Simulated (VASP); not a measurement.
# Ga2O3 (P-3m1) in VASP: further runs

Ga2O3 is run at these levels: PBE+D3(BJ); tasks: single point, relaxation of cell and atoms.

Everything below comes from runs of VASP 6.6.1. Logs are shortened: lines on timing, memory, paths and dates and some standing lists are left out, and cuts for length are marked.

## (1) The cell of the first run

Symmetry: P-3m1, No. 164, trigonal system. The conventional cell has a = 3.016 Å, b = 3.016 Å, c = 6.804 Å, α = 90.00°, β = 90.00°, γ = 120.00°. Ga (site symmetry 3m) has 6 O at 1.89 to 2.24 Å within 2.5 Å. Within 2.5 Å of O (site symmetry 3m) lie 3 Ga at 1.89 Å. Within 3.0 Å of O (site symmetry -3m) lie 6 Ga at 2.24 Å and 6 O at 2.76 Å.

## (2) Single point, PBE+D3(BJ)

INCAR reads:

```
SYSTEM = Ga2O3
PREC = Accurate
ENCUT = 600
EDIFF = 1E-6
ISMEAR = 0
SIGMA = 0.02
LREAL = .FALSE.
LASPH = .TRUE.
NELM = 120
ALGO = Normal
ISIF = 2
LWAVE = .FALSE.
LCHARG = .TRUE.
GGA = PE
IVDW = 12
LELF = .TRUE.
LVHAR = .TRUE.
NBANDS = 30
GGA_COMPAT = .FALSE.
```

KPOINTS reads:

```
Automatic mesh
0
G
  12 12 4
  0 0 0
```

POSCAR reads:

```
Ga2O3
1.0
    3.0160931103      0.0000000000      0.0000000000
   -1.5080465552      2.6120132537      0.0000000000
    0.0000000000      0.0000000000      6.8041241678
Ga O
2 3
Direct
    0.3333333333      0.6666666667      0.7932964212
    0.6666666667      0.3333333333      0.2067035788
    0.6666666667      0.3333333333      0.6857044410
    0.0000000000      0.0000000000      0.0000000000
    0.3333333333      0.6666666667      0.3142955590
```

Potentials or basis: VASP PAW PBE potentials, release 64 (Ga_d, O).

Run with:

```sh
cat potpaw_PBE.64/Ga_d/POTCAR potpaw_PBE.64/O/POTCAR > POTCAR
mpirun -np 1 vasp_std > vasp.out
```

OUTCAR:

```text
SYSTEM = Ga2O3
   PREC = Accurate
   ENCUT = 600
   EDIFF = 1E-6
   ISMEAR = 0
   LREAL = .FALSE.
   LASPH = .TRUE.
   NELM = 120
   ISIF = 2
   GGA = PE
   IVDW = 12
 IVDW          = 12

 ion  position               nearest neighbor table
   1  0.333  0.667  0.793-   3 1.89   3 1.89   3 1.89   4 2.24   4 2.24   4 2.24
   2  0.667  0.333  0.207-   5 1.89   5 1.89   5 1.89   4 2.24   4 2.24   4 2.24
   3  0.667  0.333  0.686-   1 1.89   1 1.89   1 1.89
   4  0.000  0.000  0.000-   1 2.24   2 2.24   2 2.24   1 2.24   2 2.24   1 2.24
   5  0.333  0.667  0.314-   2 1.89   2 1.89   2 1.89

  LATTYP: Found a hexagonal cell.
 ALAT       =     3.0160931103
 C/A-ratio  =     2.2559396938

  Lattice vectors:

 A1 = (   3.0160931103,   0.0000000000,   0.0000000000)
 A2 = (  -1.5080465552,   2.6120132537,   0.0000000000)
 A3 = (   0.0000000000,   0.0000000000,   6.8041241678)

Analysis of symmetry for initial positions (statically):
=====================================================================
 Subroutine PRICEL returns:
 Original cell was already a primitive cell.

 Routine SETGRP: Setting up the symmetry group for a
 hexagonal supercell.

 Subroutine GETGRP returns: Found 12 space group operations
 (whereof 12 operations were pure point group operations)
 out of a pool of 24 trial point group operations.

The static configuration has the point symmetry D_3d.

Analysis of symmetry for dynamics (positions and initial velocities):
=====================================================================
 Subroutine PRICEL returns:
 Original cell was already a primitive cell.

 Routine SETGRP: Setting up the symmetry group for a
 hexagonal supercell.

 Subroutine GETGRP returns: Found 12 space group operations
 (whereof 12 operations were pure point group operations)
 out of a pool of 24 trial point group operations.

The dynamic configuration has the point symmetry D_3d.

 Subroutine INISYM returns: Found 12 space group operations
 (whereof 12 operations are pure point group operations),
 and found     1 'primitive' translations

----------------------------------------------------------------------------------------

                                     Primitive cell

  volume of cell :      53.6034

  direct lattice vectors                    reciprocal lattice vectors
     3.016093110  0.000000000  0.000000000     0.331554751  0.191423225  0.000000000
    -1.508046555  2.612013254  0.000000000     0.000000000  0.382846449  0.000000000
     0.000000000  0.000000000  6.804124168     0.000000000  0.000000000  0.146969687

  length of vectors
     3.016093110  3.016093110  6.804124168     0.382846449  0.382846449  0.146969687

  position of ions in fractional coordinates (direct lattice)
     0.333333333  0.666666667  0.793296421
     0.666666667  0.333333333  0.206703579
     0.666666667  0.333333333  0.685704441
     0.000000000  0.000000000  0.000000000
     0.333333333  0.666666667  0.314295559

  ion indices of the primitive-cell ions
   primitive index   ion index
                 1           1
                 2           2
                 3           3
                 4           4
                 5           5

----------------------------------------------------------------------------------------

 KPOINTS: Automatic mesh

Automatic generation of k-mesh.
 Grid dimensions read from file:
 generate k-points for:   12   12    4

 Generating k-lattice:

  Cartesian coordinates                     Fractional coordinates (reciprocal lattice)
     0.027629563  0.015951935  0.000000000     0.083333333  0.000000000  0.000000000
     0.000000000  0.031903871  0.000000000     0.000000000  0.083333333  0.000000000
     0.000000000  0.000000000  0.036742422     0.000000000  0.000000000  0.250000000

  Length of vectors
     0.031903871  0.031903871  0.036742422

  Shift w.r.t. Gamma in fractional coordinates (k-lattice)
     0.000000000  0.000000000  0.000000000

 Subroutine IBZKPT returns following result:
 ===========================================

 Found     69 irreducible k-points:

 Following reciprocal coordinates:
            Coordinates               Weight
  0.000000  0.000000  0.000000      1.000000
  0.083333  0.000000  0.000000      6.000000
  0.166667 -0.000000  0.000000      6.000000
  0.250000 -0.000000  0.000000      6.000000
  0.333333 -0.000000  0.000000      6.000000
  0.416667 -0.000000  0.000000      6.000000
[... 16 lines left out ...]
  0.166667 -0.000000  0.250000      6.000000
  0.000000  0.166667  0.250000      6.000000
 [... further k-points ...]
   k-points           NKPTS =     69   k-points in BZ     NKDIM =     69   number of bands    NBANDS=     30
   number of dos      NEDOS =    301   number of ions     NIONS =      5
   total plane-waves  NPLWV =  31104
   dimension x,y,z NGX =    24 NGY =   24 NGZ =   54
   dimension x,y,z NGXF=    48 NGYF=   48 NGZF=  108
   ions per type =               2   3
   NGX,Y,Z   is equivalent  to a cutoff of  13.23, 13.23, 13.19 a.u.
   NGXF,Y,Z  is equivalent  to a cutoff of  26.46, 26.46, 26.39 a.u.
 SYSTEM =  Ga2O3
   PREC   = accura    normal or accurate (medium, high low for compatibility)
   ISTART =      0    job   : 0-new  1-cont  2-samecut
   ICHARG =      2    charge: 1-file 2-atom 10-const
   ISPIN  =      1    spin polarized calculation?
   LNONCOLLINEAR =      F non collinear calculations
   LSORBIT =      F    spin-orbit coupling
   LASPH  =      T    aspherical Exc in radial PAW
   ENCUT  =  600.0 eV  44.10 Ry    6.64 a.u.   6.02  6.02 13.59*2*pi/ulx,y,z
   NELM   =    120;   NELMIN=  2; NELMDL= -5     # of ELM steps
   EDIFF  = 0.1E-05   stopping-criterion for ELM
   LREAL  =      F    real-space projection
   EDIFFG = 0.1E-04   stopping-criterion for IOM
   NSW    =      0    number of steps for IOM
   IBRION =     -1    ionic relax: 0-MD 1-quasi-New 2-CG
   NFREE  =      0    steps in history (QN), initial steepest desc. (CG)
   ISIF   =      2    stress and relaxation
   ISYM   =      2    0-nonsym 1-usesym 2-fastsym
   POTIM  = 0.5000    time-step for ionic-motion
   TEBEG  =    0.0;   TEEND  =   0.0 temperature during run
   PSTRESS=    0.0 pullay stress
   NELECT =      44.0000    total number of electrons
   NUPDOWN=      -1.0000    fix difference up-down
   EMIN   =  10.00;   EMAX   =-10.00  energy-range for DOS
   EFERMI =   0.00;   METHOD = LEGACY
   ISMEAR =     0;   SIGMA  =   0.02  broadening in eV -4-tet -1-fermi 0-gaus
   EFERMI_NEDOS =   21; number of points for ismear=-14 and -15
   IALGO  =     38    algorithm
   IMIX   =      4    mixing-type and parameters
     AMIX     =   0.40;   BMIX     =  1.00
     AMIX_MAG =   1.60;   BMIX_MAG =  1.00
  volume/ion in A,a.u.               =      10.72        72.35
  Fermi-wavevector in a.u.,A,eV,Ry     =   1.532833  2.896635 31.967950  2.349578
  Thomas-Fermi vector in A             =   2.639984
   LORBIT       =      0    0 simple, 1 ext, 2 COOP (PROOUT), +10 PAW based schemes
   GGA     = PE    functional components
   LHFCALC =     F    Hartree Fock is set to
   AEXX    =    0.0000 exact exchange contribution
   IVDW    =    12    specifies the selected vdW correction
   LEPSILON=     F    determine dielectric tensor
   LRPA    =     F    only Hartree local field effects (RPA)
 non-spin polarized calculation
 Gauss-broadening in eV      SIGMA  =   0.02
  energy-cutoff  :      600.00
  volume of cell :       53.60
 maximum number of plane-waves:      1815
   NGX = 13   NGY = 13   NGZ = 27

 number of electron      44.0000002 magnetization

 Free energy of the ion-electron system (eV)
  ---------------------------------------------------
  ext. energy  EPLUGINS =         0.00000000
  ---------------------------------------------------
  free energy    TOTEN  =       -29.04657006 eV

  energy without entropy =      -29.04657006  energy(sigma->0) =      -29.04657006

 E-fermi :   3.7480     XC(G=0): -11.4800

 val. band max:        3.6562939666   @ k =   0.0000   0.0000   0.0000
 cond. band min:       5.8436297750   @ k =   0.0000   0.0000   0.0000
 fundamental gap:      2.1873358084
 Fermi energy:         3.7480200006

 k-point     1 :       0.0000    0.0000    0.0000
  band No.  band energies     occupation
      1     -15.2984      2.00000
      2     -14.4702      2.00000
      3     -13.2726      2.00000
      4      -9.4741      2.00000
      5      -9.4741      2.00000
      6      -9.4303      2.00000
[... 22 lines left out ...]
     29      16.6974      0.00000
     30      17.4557      0.00000

 k-point     2 :       0.0833    0.0000    0.0000
  band No.  band energies     occupation
      1     -15.2222      2.00000
      2     -14.4270      2.00000
      3     -13.2803      2.00000
      4      -9.4570      2.00000
      5      -9.4487      2.00000
      6      -9.4352      2.00000
[... 22 lines left out ...]
     29      16.6712      0.00000
     30      16.7790      0.00000

 k-point     3 :       0.1667   -0.0000    0.0000
  band No.  band energies     occupation
      1     -15.0057      2.00000
      2     -14.3103      2.00000
      3     -13.3001      2.00000
      4      -9.4317      2.00000
      5      -9.4133      2.00000
      6      -9.3911      2.00000
[... 22 lines left out ...]
     29      16.4236      0.00000
     30      16.6145      0.00000

 k-point     4 :       0.2500   -0.0000    0.0000
  band No.  band energies     occupation
      1     -14.6877      2.00000
      2     -14.1559      2.00000
      3     -13.3239      2.00000
      4      -9.4006      2.00000
      5      -9.3675      2.00000
      6      -9.3338      2.00000
[... 616 lines left out ...]
     29      16.8567      0.00000
     30      17.3335      0.00000

 k-point    23 :       0.1667   -0.0000    0.2500
  band No.  band energies     occupation
      1     -14.9607      2.00000
      2     -14.3951      2.00000
      3     -13.2585      2.00000
      4      -9.4309      2.00000
      5      -9.4138      2.00000
      6      -9.3914      2.00000
[... 22 lines left out ...]
     29      16.4298      0.00000
     30      17.5314      0.00000

 k-point    24 :       0.0000    0.1667    0.2500
  band No.  band energies     occupation
      1     -14.9589      2.00000
      2     -14.3987      2.00000
      3     -13.2561      2.00000
      4      -9.4319      2.00000
      5      -9.4150      2.00000
      6      -9.3905      2.00000
[... 22 lines left out ...]
     29      16.3396      0.00000
     30      17.1214      0.00000

 [... further k-points ...]

------------------------ aborting loop because EDIFF is reached ----------------------------------------

 Edisp (eV)   -0.97231

 E8    (eV) :    -0.3804

  FORCE on cell =-STRESS in cart. coord.  units (eV):
  Direction    XX          YY          ZZ          XY          YZ          ZX
  --------------------------------------------------------------------------------------
  -------------------------------------------------------------------------------------
  Total       0.22063     0.22063     0.05029    -0.00000     0.00000     0.00000
  in kB       6.59459     6.59459     1.50328    -0.00000     0.00000     0.00000
  external pressure =        4.90 kB  Pullay stress =        0.00 kB

 VOLUME and BASIS-vectors are now :
 -----------------------------------------------------------------------------
  energy-cutoff  :      600.00
  volume of cell :       53.60
      direct lattice vectors                 reciprocal lattice vectors
     3.016093110  0.000000000  0.000000000     0.331554751  0.191423225  0.000000000
    -1.508046555  2.612013254  0.000000000     0.000000000  0.382846449  0.000000000
     0.000000000  0.000000000  6.804124168     0.000000000  0.000000000  0.146969687

 POSITION                                       TOTAL-FORCE (eV/Angst)
 -----------------------------------------------------------------------------------
     -0.00000      1.74134      5.39769        -0.000000      0.000000     -0.032437
      1.50805      0.87067      1.40644         0.000000     -0.000000      0.032437
      1.50805      0.87067      4.66562         0.000000      0.000000     -0.020684
      0.00000      0.00000      0.00000        -0.000000      0.000000     -0.000000
     -0.00000      1.74134      2.13851         0.000000     -0.000000      0.020684
 -----------------------------------------------------------------------------------
    total drift:                                0.000000     -0.000000      0.000000

  FREE ENERGIE OF THE ION-ELECTRON SYSTEM (eV)
  ---------------------------------------------------
  free  energy   TOTEN  =       -30.0188765544 eV

  energy  without entropy=      -30.0188765544  energy(sigma->0) =      -30.01887655
```

Wall time 50 s (1 thread of Intel Xeon 6975P-C (Granite Rapids), shared host); peak memory 0.26 GiB.

What came out:

- Free energy: -30.0189 eV
- Pressure: 0.5 GPa
- Largest force: 0.032 eV/Å
- Band gap on the k mesh: 2.19 eV, direct
- Dispersion energy per atom: -0.194 eV

Forces on the atoms (eV/Å):
```
Ga   0.000  0.000 -0.032
Ga   0.000  0.000  0.032
O    0.000  0.000 -0.021
O    0.000  0.000  0.000
O    0.000  0.000  0.021
```

## (3) Relaxation of cell and atoms, PBE+D3(BJ)

INCAR reads:

```
  PREC = Accurate
  ENCUT = 600
  EDIFF = 1E-7
  ISMEAR = 0
  SIGMA = 0.02
  LREAL = False
  LASPH = True
  NELM = 120
  ALGO = Normal
  ISIF = 3
  LWAVE = False
  LCHARG = False
  GGA = PE
  IVDW = 12
  IBRION = 2
  NSW = 100
  EDIFFG = -0.01
  GGA_COMPAT = False
  NELMIN = 4
```

KPOINTS reads:

```
regular mesh
0
Gamma
  12 12 4
```

POSCAR reads:

```
Ga2O3
1.0
    3.0154997866      0.0000000000      0.0000000000
   -1.5077498933      2.6114994203      0.0000000000
    0.0000000000      0.0000000000      6.8015282980
Ga O
2 3
Direct
    0.3333333333      0.6666666667      0.7931957832
    0.6666666667      0.3333333333      0.2068042168
    0.6666666667      0.3333333333      0.6853928039
    0.0000000000      0.0000000000      0.0000000000
    0.3333333333      0.6666666667      0.3146071961
```

Potentials or basis: VASP PAW PBE potentials, release 64 (Ga_d, O).

Run with:

```sh
cat potpaw_PBE.64/Ga_d/POTCAR potpaw_PBE.64/O/POTCAR > POTCAR
mpirun -np 1 vasp_std > vasp.out
```

It took 4.2 min on 1 thread of Intel Xeon 6975P-C (Granite Rapids), shared host; peak memory 0.26 GiB.

The run converged. Its results:

```yaml
Free_energy: -30.0195 eV
Relaxed_volume: 10.68 Å³/atom
Relaxed_cell: a = 3.021 Å, b = 3.021 Å, c = 6.756 Å, α = 90.00°, β = 90.00°, γ = 120.00°
Space_group_after_relaxing_to_0.05_Å: P-3m1 (No. 164)
Energy_gained_by_relaxing: 0.2 meV/atom
Ionic_steps: 10
Pressure_after_relaxing: 0.0 GPa
Largest_force_after_relaxing: 0.005 eV/Å
Band_gap_on_the_k_mesh: 2.12 eV, direct
Dispersion_energy_per_atom: -0.195 eV
```

Forces in eV/Å, atoms in the order of the input:
```
Ga   0.000  0.000  0.005
Ga   0.000  0.000 -0.005
O    0.000  0.000 -0.001
O    0.000  0.000  0.000
O    0.000  0.000  0.001
```

Step by step:
```tsv
step	energy change (eV)	largest force (eV/Å)	pressure (GPa)	volume (Å³)
1	0.0000	0.0417	0.50	53.56
2	-0.0003	0.0268	-0.46	53.82
3	-0.0004	0.0321	-0.12	53.73
4	-0.0005	0.0185	-0.04	53.71
5	-0.0005	0.0189	-0.05	53.71
6	-0.0006	0.0190	-0.03	53.68
7	-0.0006	0.0199	0.01	53.60
8	-0.0007	0.0179	0.01	53.58
9	-0.0008	0.0121	0.02	53.52
10	-0.0008	0.0045	0.01	53.40
```

Final structure:
```cif
data_structure
_symmetry_space_group_name_H-M 'P 1'
_symmetry_Int_Tables_number 1
_cell_length_a 3.0212
_cell_length_b 3.0212
_cell_length_c 6.7560
_cell_angle_alpha 90.000
_cell_angle_beta 90.000
_cell_angle_gamma 120.000
_cell_volume 53.40
loop_
_atom_site_label
_atom_site_type_symbol
_atom_site_fract_x
_atom_site_fract_y
_atom_site_fract_z
_atom_site_occupancy
Ga1 Ga 0.33333 0.66667 0.79153 1
Ga2 Ga 0.66667 0.33333 0.20847 1
O1 O 0.66667 0.33333 0.68366 1
O2 O 0.00000 0.00000 0.00000 1
O3 O 0.33333 0.66667 0.31634 1
```

Levels at points of the mesh, in eV from the valence-band top:
```
           k point  band 18  band 19  band 20  band 21  band 22  band 23  band 24  band 25  band 26
(0.00, 0.00, 0.00)    -1.17    -1.17    -0.98    -0.98     0.00     2.12     5.32     6.35    10.91
(0.50, 0.00, 0.00)    -2.22    -1.90    -1.56    -0.88    -0.79     4.09     7.22     7.81     9.75
(0.00, 0.00, 0.50)    -1.26    -1.14    -1.14    -0.99    -0.99     3.25     4.67     6.29    10.76
(0.50, 0.00, 0.50)    -2.42    -2.25    -1.94    -0.79    -0.33     4.36     7.05     7.17    10.10
```

Expect the measured gap to be larger: semilocal functionals such as PBE lack the derivative discontinuity.
